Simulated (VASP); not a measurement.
**LiNbO3: single point with PBE**

Crystal: LiNbO3.

```xyz
10
Lattice="2.5506 1.4726 4.8284 -2.5506 1.4726 4.8284 0.0000 -2.9452 4.8284" Properties=species:S:1:pos:R:3 pbc="T T T"
Li    0.0000    0.0000    3.6213
Li    0.0000    0.0000   10.8639
Nb    0.0000    0.0000    0.0000
Nb    0.0000    0.0000    7.2426
O    -0.6104   -1.4726    6.0355
O     1.5805    0.2076    6.0355
O    -0.9701    1.2649    6.0355
O     0.6104    1.4726    8.4497
O    -1.5805   -0.2076    8.4497
O     0.9701   -1.2649    8.4497
```

```
Program                : VASP 6.6.1
Task                   : single point
Functional             : PBE
Potentials or basis    : VASP PAW PBE potentials, release 64 (Li_sv, Nb_sv, O)
Cutoff                 : 520 eV
k mesh                 : 6 × 6 × 6
Occupations            : gaussian, width 0.05 eV
Spin                   : no spin polarisation
Dipole correction      : no
Further INCAR settings : ALGO = Normal; EDIFF = 1e-07; NBANDS = 45
```

```json
{"Largest force": "0.053 eV/Å", "Band gap on the k mesh": "2.36 eV (least direct gap 2.49 eV)"}
```

Forces in eV/Å, atoms in the order of the input:
```
Li   0.000  0.000  0.000
Li   0.000  0.000  0.000
Nb   0.000  0.000  0.000
Nb   0.000  0.000  0.000
O   -0.053  0.000  0.000
O    0.027 -0.046  0.000
O    0.027  0.046  0.000
O    0.053  0.000  0.000
O   -0.027  0.046  0.000
O   -0.027 -0.046  0.000
```

Levels at points of the mesh, in eV from the valence-band top:
| k point | band 31 | band 32 | band 33 | band 34 | band 35 | band 36 | band 37 | band 38 |
| --- | --- | --- | --- | --- | --- | --- | --- | --- |
| (0.00, 0.00, 0.00) | -0.19 | -0.19 | -0.10 | -0.10 | 2.40 | 2.40 | 2.81 | 4.50 |
| (0.50, 0.00, 0.00) | -0.38 | -0.38 | -0.25 | -0.25 | 3.90 | 3.90 | 3.98 | 3.98 |
| (0.50, 0.50, 0.00) | -0.97 | -0.54 | -0.36 | -0.22 | 2.36 | 3.50 | 3.86 | 4.10 |
| (0.50, 0.50, 0.50) | -0.19 | -0.19 | -0.19 | -0.19 | 4.26 | 4.26 | 4.26 | 4.26 |

Wall time 3.3 min on 1 thread of Intel(R) Xeon(R) Platinum 8488C (Sapphire Rapids), with other jobs on the host, peak memory 0.32 GiB.

 A k mesh can miss the band edges.
